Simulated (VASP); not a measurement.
# TaN (F-43m) in VASP: a series of runs, part 2 of 2

VASP 6.6.1.

### 3 Single point, r2SCAN0

POSCAR

```
TaN
1.0
    0.0000000000      2.4911437700      2.4911437700
    2.4911437700      0.0000000000      2.4911437700
    2.4911437700      2.4911437700      0.0000000000
Ta N
1 1
Direct
    0.0000000000      0.0000000000      0.0000000000
    0.2500000000      0.2500000000      0.2500000000
```

INCAR.step1

```
SYSTEM = TaN
PREC = Accurate
ENCUT = 520
EDIFF = 1E-5
ISMEAR = -1
SIGMA = 0.05
LREAL = .FALSE.
LASPH = .TRUE.
NELM = 60
ALGO = Normal
ISIF = 2
LWAVE = .TRUE.
LCHARG = .FALSE.
GGA = PE
NBANDS = 15
```

INCAR.step2

```
SYSTEM = TaN
PREC = Accurate
ENCUT = 520
EDIFF = 1E-6
ISMEAR = -1
SIGMA = 0.05
LREAL = .FALSE.
LASPH = .TRUE.
NELM = 60
ALGO = Normal
ISIF = 2
LWAVE = .FALSE.
LCHARG = .FALSE.
METAGGA = R2SCAN
LHFCALC = .TRUE.
AEXX = 0.25
LMIXTAU = .TRUE.
PRECFOCK = Normal
ISTART = 1
NBANDS = 15
```

KPOINTS

```
regular mesh
0
G
  5 5 5
  0 0 0
```

Potentials or basis: VASP PAW PBE potentials, release 64 (Ta_pv, N).

The run is started by

```console
$ cat potpaw_PBE.64/Ta_pv/POTCAR potpaw_PBE.64/N/POTCAR > POTCAR
$ cp INCAR.step1 INCAR
$ mpirun -np 1 vasp_std > vasp.out
$ cp INCAR.step2 INCAR
$ mpirun -np 1 vasp_std > vasp.out
```

OUTCAR:

```text
SYSTEM = TaN
   PREC = Accurate
   ENCUT = 520
   EDIFF = 1E-6
   ISMEAR = -1
   LREAL = .FALSE.
   LASPH = .TRUE.
   NELM = 60
   ISIF = 2
   METAGGA = R2SCAN
   LHFCALC = .TRUE.
   AEXX = 0.25
   PRECFOCK = Normal
   ISTART = 1

 ion  position               nearest neighbor table
   1  0.000  0.000  0.000-   2 2.16   2 2.16   2 2.16   2 2.16
   2  0.250  0.250  0.250-   1 2.16   1 2.16   1 2.16   1 2.16

  LATTYP: Found a face centered cubic cell.
 ALAT       =     4.9822875400

  Lattice vectors:

 A1 = (   0.0000000000,   2.4911437700,   2.4911437700)
 A2 = (   2.4911437700,   0.0000000000,   2.4911437700)
 A3 = (   2.4911437700,   2.4911437700,   0.0000000000)

Analysis of symmetry for initial positions (statically):
=====================================================================
 Subroutine PRICEL returns:
 Original cell was already a primitive cell.

 Routine SETGRP: Setting up the symmetry group for a
 face centered cubic supercell.

 Subroutine GETGRP returns: Found 24 space group operations
 (whereof 24 operations were pure point group operations)
 out of a pool of 48 trial point group operations.

The static configuration has the point symmetry T_d .

Analysis of symmetry for dynamics (positions and initial velocities):
=====================================================================
 Subroutine PRICEL returns:
 Original cell was already a primitive cell.

 Routine SETGRP: Setting up the symmetry group for a
 face centered cubic supercell.

 Subroutine GETGRP returns: Found 24 space group operations
 (whereof 24 operations were pure point group operations)
 out of a pool of 48 trial point group operations.

The dynamic configuration has the point symmetry T_d .

 Subroutine INISYM returns: Found 24 space group operations
 (whereof 24 operations are pure point group operations),
 and found     1 'primitive' translations

----------------------------------------------------------------------------------------

[... 114 lines left out ...]
   LEPSILON=     F    determine dielectric tensor
   LRPA    =     F    only Hartree local field effects (RPA)
 non-spin polarized calculation
  energy-cutoff  :      520.00
  volume of cell :       30.92
 maximum number of plane-waves:       869
 NGX is ok and might be reduce to    28
  NGX = 20; NGY = 20; NGZ = 20

 number of electron      15.9999998 magnetization

 Free energy of the ion-electron system (eV)
  ---------------------------------------------------
  ext. energy  EPLUGINS =         0.00000000
  ---------------------------------------------------
  free energy    TOTEN  =       -55.20564091 eV

  energy without entropy =      -55.19341892  energy(sigma->0) =      -55.19952992

 E-fermi :   5.7867     XC(G=0):  -9.3621

 val. band max:        5.7520648621   @ k =  -0.4000   0.4000   0.2000
 cond. band min:       6.4652168297   @ k =   0.2000   0.0000   0.0000
 fundamental gap:      0.7131519675
 Fermi energy:         5.7867224520

 k-point     1 :       0.0000    0.0000    0.0000
  band No.  band energies     occupation
      1     -34.3559      2.00000
      2     -34.3559      2.00000
      3     -34.3559      2.00000
      4     -14.3386      2.00000
      5      -2.1879      2.00000
      6      -2.1879      2.00000
      7      -2.1879      2.00000
      8       4.1396      2.00000
      9       6.8425      0.00000
     10       6.8425      0.00000
     11      11.6967      0.00000
     12      11.6967      0.00000
     13      11.6967      0.00000
     14      19.2013      0.00000
[... 149 lines left out ...]
      2     -34.5099      2.00000
      3     -34.4435      2.00000
      4     -13.1050      2.00000
      5      -2.5609      2.00000
      6      -1.6157      2.00000
      7      -0.5503      2.00000
      8       3.0209      2.00000
      9       5.7521      1.33334
     10       8.0814      0.00000
     11       9.6738      0.00000
     12      10.8509      0.00000
     13      13.8087      0.00000
     14      16.1275      0.00000
     15      17.4468      0.00000

------------------------ aborting loop because EDIFF is reached ----------------------------------------

  FORCE on cell =-STRESS in cart. coord.  units (eV):
  Direction    XX          YY          ZZ          XY          YZ          ZX
  --------------------------------------------------------------------------------------
  -------------------------------------------------------------------------------------
  Total       -6.5496382     -6.5496382     -6.5496382      0.0000000     -0.0000000      0.0000000
  in kB     -339.3919357   -339.3919357   -339.3919357      0.0000000     -0.0000000      0.0000000
  external PRESSURE =    -339.3919357 kB  Pullay stress =       0.0000000 kB

 VOLUME and BASIS-vectors are now :
 -----------------------------------------------------------------------------
  energy-cutoff  :      520.00
  volume of cell :       30.92
      direct lattice vectors                 reciprocal lattice vectors
     0.000000000  2.491143770  2.491143770    -0.200711017  0.200711017  0.200711017
     2.491143770  0.000000000  2.491143770     0.200711017 -0.200711017  0.200711017
     2.491143770  2.491143770  0.000000000     0.200711017  0.200711017 -0.200711017

 POSITION                                       TOTAL-FORCE (eV/Angst)
 -----------------------------------------------------------------------------------
      0.00000      0.00000      0.00000         0.000000      0.000000      0.000000
      1.24557      1.24557      1.24557        -0.000000     -0.000000     -0.000000
 -----------------------------------------------------------------------------------
    total drift:                               -0.000001     -0.000006     -0.000013

  FREE ENERGIE OF THE ION-ELECTRON SYSTEM (eV)
  ---------------------------------------------------
  free  energy   TOTEN  =       -55.2056409075 eV

  energy  without entropy=      -55.1934189226  energy(sigma->0) =      -55.19952992
```

OUTCAR.step1:

```text
SYSTEM = TaN
   PREC = Accurate
   ENCUT = 520
   EDIFF = 1E-5
   ISMEAR = -1
   LREAL = .FALSE.
[... 385 lines left out ...]
      0.00000      0.00000      0.00000        -0.000000     -0.000000     -0.000000
      1.24557      1.24557      1.24557         0.000000      0.000000      0.000000
 -----------------------------------------------------------------------------------
    total drift:                               -0.000000     -0.000000     -0.000000

  FREE ENERGIE OF THE ION-ELECTRON SYSTEM (eV)
  ---------------------------------------------------
  free  energy   TOTEN  =       -21.2154444297 eV

  energy  without entropy=      -21.1991194044  energy(sigma->0) =      -21.20728192
```

OSZICAR.step1:

```text
N       E                     dE             d eps       ncg     rms          rms(c)
DAV:   1     0.997080511885E+02    0.99708E+02   -0.85442E+03   300   0.103E+03
DAV:   2    -0.208141812934E+02   -0.12052E+03   -0.11300E+03   391   0.287E+02
DAV:   3    -0.248672503398E+02   -0.40531E+01   -0.40283E+01   321   0.512E+01
DAV:   4    -0.248903844653E+02   -0.23134E-01   -0.23121E-01   412   0.441E+00
DAV:   5    -0.248905738376E+02   -0.18937E-03   -0.18937E-03   321   0.376E-01    0.185E+01
DAV:   6    -0.215642148335E+02    0.33264E+01   -0.99320E+00   335   0.295E+01    0.689E+00
DAV:   7    -0.212463374324E+02    0.31788E+00   -0.69081E-01   307   0.852E+00    0.519E+00
DAV:   8    -0.212223435671E+02    0.23994E-01   -0.21167E-01   342   0.376E+00    0.114E+00
DAV:   9    -0.212153164460E+02    0.70271E-02   -0.17378E-02   328   0.110E+00    0.358E-01
DAV:  10    -0.212154746143E+02   -0.15817E-03   -0.65588E-04   370   0.262E-01    0.120E-01
DAV:  11    -0.212154453112E+02    0.29303E-04   -0.29441E-05   370   0.494E-02    0.264E-02
DAV:  12    -0.212154444297E+02    0.88146E-06   -0.11569E-05   257   0.261E-02
   1 F= -.21215444E+02 E0= -.21207282E+02  d E =-.163250E-01
```

Wall time 21 min (1 thread of Intel Xeon 8259CL, shared host); peak memory 0.17 GiB.

What came out:

```
Free energy            : -55.2056 eV
Pressure               : -33.9 GPa
Band gap on the k mesh : zero (bands 8 and 9 overlap by 0.90 eV)
```

Caveat: the k points lie up to 0.44 Å⁻¹ apart, too coarse for converged energies and pressures of a metal; the PAW data sets were made with another functional, which shifts forces and pressure a little; spin-orbit coupling is left out, which moves the levels of the heavy elements.
